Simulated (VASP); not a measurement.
The system is MgS.

```
Mg S
1.0
    -0.00590    2.59562    2.59562
     2.59562   -0.00590    2.59562
     2.59562    2.59562   -0.00590
Mg S
1 1
Direct
  0.00000 0.00000 0.00000
  0.50000 0.50000 0.50000
```

This cell differs from its parent crystal: strain along [111] -0.3%.

Base run:

| Quantity | Value |
| --- | --- |
| Program | VASP 6.6.1 |
| Functional | r2SCAN |
| Potentials or basis | VASP PAW PBE potentials, release 64 (Mg, S) |
| Cutoff | 520 eV |
| k mesh | 8 × 8 × 8 |
| Occupations | gaussian, width 0.01 eV |
| Spin | no spin polarisation |

Its results: band gap on the k mesh 3.42 eV (least direct gap 4.63 eV); pressure -0.1 GPa.

Problem. The run is repeated on the same cell with these changes: functional from r2SCAN to PBE; occupations from gaussian, width 0.01 eV to fermi-dirac, width 0.02 eV. What comes out?

Solution. Band gap on the k mesh 2.76 eV (least direct gap 3.72 eV); pressure 1.1 GPa.

Caveats: the PAW data sets were made with another functional, which shifts forces and pressure a little (at least some runs).

A k mesh can miss the band edges.
